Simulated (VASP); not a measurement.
# GePt (Fm-3m) in VASP: a series of runs

Runs on GePt. Level: PBE. Tasks: single point, relaxation of cell and atoms.

All numbers are computed with VASP 6.6.1; they aren't measurements. Logs are shortened: lines on timing, memory, paths and dates and some standing lists are left out, and cuts for length are marked.

## Step 1: The cell of the first run

It takes space group Fm-3m (No. 225, cubic). The conventional cell has a = 5.254 Å, b = 5.254 Å, c = 5.254 Å, α = 90.00°, β = 90.00°, γ = 90.00°. Ge (site symmetry m-3m) has 6 Pt at 2.63 Å within 3.5 Å. Within 3.5 Å of Pt (site symmetry m-3m) lie 6 Ge at 2.63 Å.

## Step 2: Single point, PBE

File INCAR:

```
PREC = Accurate
ENCUT = 520
EDIFF = 1E-6
ISMEAR = 0
SIGMA = 0.1
LREAL = F
LASPH = T
NELM = 100
ALGO = Normal
ISIF = 2
LWAVE = F
LCHARG = F
GGA = PE
NBANDS = 19
```

File KPOINTS:

```
regular mesh
0
Gamma
  6 6 6
```

File POSCAR:

```
GePt
1.0
    0.0000000000      2.6268401000      2.6268401000
    2.6268401000      0.0000000000      2.6268401000
    2.6268401000      2.6268401000      0.0000000000
Ge Pt
1 1
Direct
    0.5000000000      0.5000000000      0.5000000000
    0.0000000000      0.0000000000      0.0000000000
```

Potentials or basis: VASP PAW PBE potentials, release 64 (Ge_d, Pt).

Started as:

```console
> cat potpaw_PBE.64/Ge_d/POTCAR potpaw_PBE.64/Pt/POTCAR > POTCAR
> mpirun -np 1 vasp_std > vasp.out
```

OUTCAR:

```text
PREC = Accurate
   ENCUT = 520
   EDIFF = 1E-6
   ISMEAR = 0
   LREAL = F
   LASPH = T
   NELM = 100
   ISIF = 2
   GGA = PE

 ion  position               nearest neighbor table
   1  0.500  0.500  0.500-   2 2.63   2 2.63   2 2.63   2 2.63   2 2.63   2 2.63
   2  0.000  0.000  0.000-   1 2.63   1 2.63   1 2.63   1 2.63   1 2.63   1 2.63

  LATTYP: Found a face centered cubic cell.
 ALAT       =     5.2536802000

  Lattice vectors:

 A1 = (   0.0000000000,   2.6268401000,   2.6268401000)
 A2 = (   2.6268401000,   0.0000000000,   2.6268401000)
 A3 = (   2.6268401000,   2.6268401000,   0.0000000000)

Analysis of symmetry for initial positions (statically):
=====================================================================
 Subroutine PRICEL returns:
 Original cell was already a primitive cell.

 Routine SETGRP: Setting up the symmetry group for a
 face centered cubic supercell.

 Subroutine GETGRP returns: Found 48 space group operations
 (whereof 48 operations were pure point group operations)
 out of a pool of 48 trial point group operations.

The static configuration has the point symmetry O_h .

Analysis of symmetry for dynamics (positions and initial velocities):
=====================================================================
 Subroutine PRICEL returns:
 Original cell was already a primitive cell.

 Routine SETGRP: Setting up the symmetry group for a
 face centered cubic supercell.

 Subroutine GETGRP returns: Found 48 space group operations
 (whereof 48 operations were pure point group operations)
 out of a pool of 48 trial point group operations.

The dynamic configuration has the point symmetry O_h .

 Subroutine INISYM returns: Found 48 space group operations
 (whereof 48 operations are pure point group operations),
 and found     1 'primitive' translations

----------------------------------------------------------------------------------------

                                     Primitive cell

  volume of cell :      36.2519

  direct lattice vectors                    reciprocal lattice vectors
     0.000000000  2.626840100  2.626840100    -0.190342762  0.190342762  0.190342762
     2.626840100  0.000000000  2.626840100     0.190342762 -0.190342762  0.190342762
     2.626840100  2.626840100  0.000000000     0.190342762  0.190342762 -0.190342762

  length of vectors
     3.714912896  3.714912896  3.714912896     0.329683335  0.329683335  0.329683335

  position of ions in fractional coordinates (direct lattice)
     0.500000000  0.500000000  0.500000000
     0.000000000  0.000000000  0.000000000

  ion indices of the primitive-cell ions
   primitive index   ion index
                 1           1
                 2           2

----------------------------------------------------------------------------------------

 KPOINTS: regular mesh

Automatic generation of k-mesh.
 Grid dimensions read from file:
 generate k-points for:    6    6    6

 Generating k-lattice:

  Cartesian coordinates                     Fractional coordinates (reciprocal lattice)
    -0.031723794  0.031723794  0.031723794     0.166666667  0.000000000  0.000000000
     0.031723794 -0.031723794  0.031723794     0.000000000  0.166666667  0.000000000
     0.031723794  0.031723794 -0.031723794     0.000000000  0.000000000  0.166666667

  Length of vectors
     0.054947222  0.054947222  0.054947222

  Shift w.r.t. Gamma in fractional coordinates (k-lattice)
     0.000000000  0.000000000  0.000000000

 Subroutine IBZKPT returns following result:
 ===========================================

 Found     16 irreducible k-points:

 Following reciprocal coordinates:
            Coordinates               Weight
  0.000000  0.000000  0.000000      1.000000
  0.166667  0.000000  0.000000      8.000000
  0.333333  0.000000  0.000000      8.000000
  0.500000  0.000000  0.000000      4.000000
  0.166667  0.166667  0.000000      6.000000
  0.333333  0.166667  0.000000     24.000000
[... 8 lines left out ...]
 -0.333333  0.333333  0.166667     24.000000
 -0.333333  0.500000  0.166667     12.000000
   k-points           NKPTS =     16   k-points in BZ     NKDIM =     16   number of bands    NBANDS=     19
   number of dos      NEDOS =    301   number of ions     NIONS =      2
   total plane-waves  NPLWV =  21952
   dimension x,y,z NGX =    28 NGY =   28 NGZ =   28
   dimension x,y,z NGXF=    56 NGYF=   56 NGZF=   56
   ions per type =               1   1
   NGX,Y,Z   is equivalent  to a cutoff of  12.53, 12.53, 12.53 a.u.
   NGXF,Y,Z  is equivalent  to a cutoff of  25.06, 25.06, 25.06 a.u.
 SYSTEM =  unknown system
   PREC   = accura    normal or accurate (medium, high low for compatibility)
   ISTART =      0    job   : 0-new  1-cont  2-samecut
   ICHARG =      2    charge: 1-file 2-atom 10-const
   ISPIN  =      1    spin polarized calculation?
   LNONCOLLINEAR =      F non collinear calculations
   LSORBIT =      F    spin-orbit coupling
   LASPH  =      T    aspherical Exc in radial PAW
   ENCUT  =  520.0 eV  38.22 Ry    6.18 a.u.   6.91  6.91  6.91*2*pi/ulx,y,z
   NELM   =    100;   NELMIN=  2; NELMDL= -5     # of ELM steps
   EDIFF  = 0.1E-05   stopping-criterion for ELM
   LREAL  =      F    real-space projection
   EDIFFG = 0.1E-04   stopping-criterion for IOM
   NSW    =      0    number of steps for IOM
   IBRION =     -1    ionic relax: 0-MD 1-quasi-New 2-CG
   NFREE  =      0    steps in history (QN), initial steepest desc. (CG)
   ISIF   =      2    stress and relaxation
   ISYM   =      2    0-nonsym 1-usesym 2-fastsym
   POTIM  = 0.5000    time-step for ionic-motion
   TEBEG  =    0.0;   TEEND  =   0.0 temperature during run
   PSTRESS=    0.0 pullay stress
   NELECT =      24.0000    total number of electrons
   NUPDOWN=      -1.0000    fix difference up-down
   EMIN   =  10.00;   EMAX   =-10.00  energy-range for DOS
   EFERMI =   0.00;   METHOD = LEGACY
   ISMEAR =     0;   SIGMA  =   0.10  broadening in eV -4-tet -1-fermi 0-gaus
   EFERMI_NEDOS =   21; number of points for ismear=-14 and -15
   IALGO  =     38    algorithm
   IMIX   =      4    mixing-type and parameters
     AMIX     =   0.40;   BMIX     =  1.00
     AMIX_MAG =   1.60;   BMIX_MAG =  1.00
  volume/ion in A,a.u.               =      18.13       122.32
  Fermi-wavevector in a.u.,A,eV,Ry     =   1.426817  2.696293 27.698832  2.035807
  Thomas-Fermi vector in A             =   2.547053
   LORBIT       =      0    0 simple, 1 ext, 2 COOP (PROOUT), +10 PAW based schemes
   GGA     = PE    functional components
   LHFCALC =     F    Hartree Fock is set to
   AEXX    =    0.0000 exact exchange contribution
   IVDW    =     0    specifies the selected vdW correction
   LEPSILON=     F    determine dielectric tensor
   LRPA    =     F    only Hartree local field effects (RPA)
 non-spin polarized calculation
 Gauss-broadening in eV      SIGMA  =   0.10
  energy-cutoff  :      520.00
  volume of cell :       36.25
 maximum number of plane-waves:       987
   NGX = 13   NGY = 13   NGZ = 13

 number of electron      24.0000018 magnetization

 Free energy of the ion-electron system (eV)
  ---------------------------------------------------
  ext. energy  EPLUGINS =         0.00000000
  ---------------------------------------------------
  free energy    TOTEN  =       -11.02755476 eV

  energy without entropy =      -11.01998180  energy(sigma->0) =      -11.02376828

 E-fermi :   7.4379     XC(G=0): -11.8132

 val. band max:        7.4082478347   @ k =  -0.3333   0.5000   0.1667
 cond. band min:       7.7727680287   @ k =  -0.1667   0.1667   0.0000
 fundamental gap:      0.3645201941
 Fermi energy:         7.4379090319

 k-point     1 :       0.0000    0.0000    0.0000
  band No.  band energies     occupation
      1     -17.0453      2.00000
      2     -17.0453      2.00000
      3     -17.0165      2.00000
      4     -17.0165      2.00000
      5     -17.0165      2.00000
      6      -3.9577      2.00000
[... 11 lines left out ...]
     18      20.4637      0.00000
     19      20.4637      0.00000

 k-point     2 :       0.1667    0.0000    0.0000
  band No.  band energies     occupation
      1     -17.0422      2.00000
      2     -17.0422      2.00000
      3     -17.0154      2.00000
      4     -17.0140      2.00000
      5     -17.0140      2.00000
      6      -3.4871      2.00000
[... 11 lines left out ...]
     18      18.7872      0.00000
     19      19.2000      0.00000

 k-point     3 :       0.3333    0.0000    0.0000
  band No.  band energies     occupation
      1     -17.0364      2.00000
      2     -17.0364      2.00000
      3     -17.0132      2.00000
      4     -17.0084      2.00000
      5     -17.0084      2.00000
      6      -2.1573      2.00000
[... 11 lines left out ...]
     18      18.9157      0.00000
     19      20.5599      0.00000

 k-point     4 :       0.5000    0.0000    0.0000
  band No.  band energies     occupation
      1     -17.0337      2.00000
      2     -17.0337      2.00000
      3     -17.0120      2.00000
      4     -17.0053      2.00000
      5     -17.0053      2.00000
      6      -0.7570      2.00000
[... 11 lines left out ...]
     18      19.1429      0.00000
     19      23.1644      0.00000

 k-point     5 :       0.1667    0.1667    0.0000
  band No.  band energies     occupation
      1     -17.0434      2.00000
      2     -17.0405      2.00000
      3     -17.0183      2.00000
      4     -17.0118      2.00000
      5     -17.0118      2.00000
      6      -3.3520      2.00000
[... 11 lines left out ...]
     18      19.1722      0.00000
     19      19.1722      0.00000
[... 158 lines left out ...]
      2     -17.0375      2.00000
      3     -17.0234      2.00000
      4     -16.9990      2.00000
      5     -16.9990      2.00000
      6      -1.5000      2.00000
[... 11 lines left out ...]
     18      23.4154      0.00000
     19      23.4154      0.00000

 k-point    14 :       0.5000    0.3333    0.1667
  band No.  band energies     occupation
      1     -17.0411      2.00000
      2     -17.0348      2.00000
      3     -17.0158      2.00000
      4     -17.0057      2.00000
      5     -17.0033      2.00000
      6      -1.5138      2.00000
[... 11 lines left out ...]
     18      21.2886      0.00000
     19      21.4819      0.00000

 k-point    15 :      -0.3333    0.3333    0.1667
  band No.  band energies     occupation
      1     -17.0423      2.00000
      2     -17.0329      2.00000
      3     -17.0106      2.00000
      4     -17.0094      2.00000
      5     -17.0011      2.00000
      6      -0.9425      2.00000
[... 11 lines left out ...]
     18      19.3361      0.00000
     19      22.1091      0.00000

 k-point    16 :      -0.3333    0.5000    0.1667
  band No.  band energies     occupation
      1     -17.0456      2.00000
      2     -17.0342      2.00000
      3     -17.0169      2.00000
      4     -17.0047      2.00000
      5     -16.9990      2.00000
      6      -1.1453      2.00000
[... 11 lines left out ...]
     18      19.7787      0.00000
     19      24.2960      0.00000

------------------------ aborting loop because EDIFF is reached ----------------------------------------

  FORCE on cell =-STRESS in cart. coord.  units (eV):
  Direction    XX          YY          ZZ          XY          YZ          ZX
  --------------------------------------------------------------------------------------
  -------------------------------------------------------------------------------------
  Total       -0.7378563     -0.7378563     -0.7378563     -0.0000000      0.0000000      0.0000000
  in kB      -32.6100511    -32.6100511    -32.6100511     -0.0000000      0.0000000      0.0000000
  external PRESSURE =     -32.6100511 kB  Pullay stress =       0.0000000 kB

 VOLUME and BASIS-vectors are now :
 -----------------------------------------------------------------------------
  energy-cutoff  :      520.00
  volume of cell :       36.25
      direct lattice vectors                 reciprocal lattice vectors
     0.000000000  2.626840100  2.626840100    -0.190342762  0.190342762  0.190342762
     2.626840100  0.000000000  2.626840100     0.190342762 -0.190342762  0.190342762
     2.626840100  2.626840100  0.000000000     0.190342762  0.190342762 -0.190342762

 POSITION                                       TOTAL-FORCE (eV/Angst)
 -----------------------------------------------------------------------------------
      2.62684      2.62684      2.62684        -0.000000     -0.000000     -0.000000
      0.00000      0.00000      0.00000         0.000000      0.000000      0.000000
 -----------------------------------------------------------------------------------
    total drift:                                0.000000      0.000000      0.000000

  FREE ENERGIE OF THE ION-ELECTRON SYSTEM (eV)
  ---------------------------------------------------
  free  energy   TOTEN  =       -11.0275547627 eV

  energy  without entropy=      -11.0199817991  energy(sigma->0) =      -11.02376828
```

Run time: 8.9 s. Hardware: 1 thread of Intel Xeon Platinum 8488C (Sapphire Rapids), shared host; peak memory 0.16 GiB.

Results:

* Free energy: -11.0276 eV
* Pressure: -3.3 GPa
* Band gap on the k mesh: zero (band 12 reaches 10.30 eV, above the bottom of band 13 at 7.22 eV)

Levels at points of the mesh, in eV from the Fermi level:
```
           k point  band 9  band 10  band 11  band 12  band 13  band 14  band 15  band 16
(0.00, 0.00, 0.00)   -2.96    -2.81    -2.81     2.86     2.86     2.86     6.40     9.93
(0.50, 0.00, 0.00)   -4.22    -2.01    -2.01    -1.28     5.44     6.51     6.51     7.34
(0.50, 0.50, 0.00)   -2.35    -1.68    -1.68    -0.58    -0.03    -0.03     2.53     9.31
```

Caveat: spin-orbit coupling is left out, which moves the levels of the heavy elements.

## Step 3: Single point, PBE

This run uses another cell than the first one, of 17.70 Å³/atom, 0.977 times its volume.

File INCAR:

```
SYSTEM = GePt
PREC = Accurate
ENCUT = 520
EDIFF = 1E-7
ISMEAR = 0
SIGMA = 0.1
LREAL = .FALSE.
LASPH = .TRUE.
NELM = 80
ALGO = Normal
ISIF = 2
LWAVE = .FALSE.
LCHARG = .TRUE.
GGA = PE
LELF = .TRUE.
LVHAR = .TRUE.
NBANDS = 19
```

File KPOINTS:

```
regular mesh
0
G
  18 18 18
  0 0 0
```

File POSCAR:

```
GePt
1.0
    0.0000000000      2.6061476053      2.6061476053
    2.6061476053      0.0000000000      2.6061476053
    2.6061476053      2.6061476053      0.0000000000
Ge Pt
1 1
Direct
    0.5000000000      0.5000000000      0.5000000000
    0.0000000000      0.0000000000      0.0000000000
```

Potentials or basis: VASP PAW PBE potentials, release 64 (Ge_d, Pt).

Started as:

```console
> cat potpaw_PBE.64/Ge_d/POTCAR potpaw_PBE.64/Pt/POTCAR > POTCAR
> mpirun -np 1 vasp_std > vasp.out
```

It took 82 s on 1 thread of Intel Xeon Platinum 8488C (Sapphire Rapids), shared host; peak memory 0.26 GiB.

Results (log left out):

```
Free energy            : -11.0141 eV
Pressure               : 0.0 GPa
Band gap on the k mesh : zero (band 12 reaches 10.66 eV, above the bottom of band 13 at 7.26 eV)
```

Levels at points of the mesh, in eV from the Fermi level:
```tsv
k point	band 8	band 9	band 10	band 11	band 12	band 13	band 14	band 15	band 16	band 17
(0.00, 0.00, 0.00)	-3.32	-3.32	-3.16	-3.16	2.65	2.65	2.65	6.45	9.64	12.95
(0.50, 0.00, 0.00)	-4.61	-4.61	-2.33	-2.33	-1.56	5.22	6.43	6.43	7.15	7.15
(0.50, 0.50, 0.00)	-4.00	-2.67	-1.99	-1.99	-0.83	-0.32	-0.32	2.44	9.18	15.35
```

Caveat: spin-orbit coupling is left out, which moves the levels of the heavy elements.

## Step 4: Relaxation of cell and atoms, PBE

File INCAR:

```
SYSTEM = GePt
  ALGO = Normal
  EDIFF = 1E-7
  EDIFFG = -0.01
  ENCUT = 600
  GGA = PE
  IBRION = 2
  ISIF = 3
  ISMEAR = 0
  LASPH = .TRUE.
  LCHARG = .FALSE.
  LREAL = .FALSE.
  LWAVE = .FALSE.
  NELM = 100
  NSW = 100
  PREC = Accurate
  SIGMA = 0.1
```

File KPOINTS:

```
k-points
0
G
  18 18 18
  0 0 0
```

File POSCAR:

```
GePt
1.0
    0.0000000000      2.6268401000      2.6268401000
    2.6268401000      0.0000000000      2.6268401000
    2.6268401000      2.6268401000      0.0000000000
Ge Pt
1 1
Direct
    0.5000000000      0.5000000000      0.5000000000
    0.0000000000      0.0000000000      0.0000000000
```

Started as:

```console
> cat potpaw_PBE.64/Ge_d/POTCAR potpaw_PBE.64/Pt/POTCAR > POTCAR
> mpirun -np 1 vasp_std > vasp.out
```

Wall time 9.1 min (1 thread of Intel Xeon 8259CL, shared host); peak memory 0.3 GiB.

The run converged. Its results:

```
Free energy                            : -11.0144 eV
Relaxed volume                         : 17.72 Å³/atom
Relaxed cell                           : a = 3.687 Å, b = 3.687 Å, c = 3.687 Å, α = 60.00°, β = 60.00°, γ = 60.00°
Space group after relaxing (to 0.05 Å) : Fm-3m (No. 225)
Energy gained by relaxing              : 3.8 meV/atom
Ionic steps                            : 3
Pressure after relaxing                : 0.0 GPa
Band gap on the k mesh                 : zero (band 12 reaches 10.64 eV, above the bottom of band 13 at 7.24 eV)
```

Step by step:
```csv
step,energy change (eV),largest force (eV/Å),pressure (GPa),volume (Å³)
1,0.0000,0.0000,-2.87,36.25
2,0.0014,0.0000,3.44,34.57
3,-0.0076,0.0000,-0.05,35.43
```

Final structure:
```xyz
2
Lattice="0.0000 2.6069 2.6069 2.6069 0.0000 2.6069 2.6069 2.6069 0.0000" Properties=species:S:1:pos:R:3 pbc="T T T"
Ge    2.6069    2.6069    2.6069
Pt    0.0000    0.0000    0.0000
```

Levels at points of the mesh, in eV from the Fermi level:
```
           k point  band 9  band 10  band 11  band 12  band 13  band 14  band 15  band 16
(0.00, 0.00, 0.00)   -3.31    -3.15    -3.15     2.65     2.65     2.65     6.44     9.65
(0.50, 0.00, 0.00)   -4.61    -2.33    -2.33    -1.56     5.22     6.42     6.42     7.15
(0.50, 0.50, 0.00)   -2.67    -1.98    -1.98    -0.83    -0.32    -0.32     2.44     9.17
```

Caveat: spin-orbit coupling is left out, which moves the levels of the heavy elements.

## Step 5: Overview

| task | cell | k mesh | cutoff (eV) | gap on the mesh (eV) | pressure (GPa) |
| --- | --- | --- | --- | --- | --- |
| single point | a = 3.715 Å, angles 60.0°, 2 atoms | 6 × 6 × 6 | 520 | none | -3.3 |
| single point | a = 3.686 Å, angles 60.0°, 2 atoms | 18 × 18 × 18 | 520 | none | 0.0 |
| relaxation of cell and atoms | relaxed from a = 3.715 Å, angles 60.0°, 2 atoms | 18 × 18 × 18 | 600 | none | 0.0 |

Alike in all rows: level PBE; potentials or basis VASP PAW PBE potentials, release 64 (Ge_d, Pt); no spin polarisation; smearing gaussian 0.1 eV.

Caveats: spin-orbit coupling is left out, which moves the levels of the heavy elements.

Total energies depend on the potentials used, so only differences within one code and one set of settings carry meaning.
